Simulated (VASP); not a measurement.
Here is a VASP 6.6.1 calculation.

The input POSCAR:

```
Rb
1.0
    0.0000000000      3.5801547364      3.5801547364
    3.5801547364      0.0000000000      3.5801547364
    3.5801547364      3.5801547364      0.0000000000
Rb
1
Direct
    0.0000000000      0.0000000000      0.0000000000
```

INCAR.step1

```
SYSTEM = Rb
  ALGO = Normal
  EDIFF = 1E-5
  ENCUT = 550
  GGA = PE
  GGA_COMPAT = .FALSE.
  ISMEAR = -1
  LASPH = .TRUE.
  LCHARG = .FALSE.
  LREAL = .FALSE.
  LWAVE = .TRUE.
  NBANDS = 10
  NELM = 120
  PREC = Accurate
  SIGMA = 0.1
```

The input INCAR.step2:

```
SYSTEM = Rb
  ALGO = Normal
  EDIFF = 1E-6
  ENCUT = 550
  GGA_COMPAT = .FALSE.
  ISIF = 2
  ISMEAR = -1
  ISTART = 1
  LASPH = .TRUE.
  LCHARG = .TRUE.
  LELF = .TRUE.
  LMIXTAU = .TRUE.
  LREAL = .FALSE.
  LVHAR = .TRUE.
  LWAVE = .FALSE.
  METAGGA = R2SCAN
  NBANDS = 10
  NELM = 120
  PREC = Accurate
  SIGMA = 0.1
```

Contents of KPOINTS:

```
k-points
0
G
  9 9 9
  0 0 0
```

Potentials or basis: VASP PAW PBE potentials, release 64 (Rb_sv).

Command:

```sh
$ cat potpaw_PBE.64/Rb_sv/POTCAR > POTCAR
$ cp INCAR.step1 INCAR
$ mpirun -np 1 vasp_std > vasp.out
$ cp INCAR.step2 INCAR
$ mpirun -np 1 vasp_std > vasp.out
```

Question: Estimate the band gap on the k mesh.

Answer: Zero (an odd number of electrons rules out a gap without spin polarisation).

Question: Predict the pressure.

Answer: 0.1 GPa.

Caveat: the PAW data sets were made with another functional, which shifts forces and pressure a little.
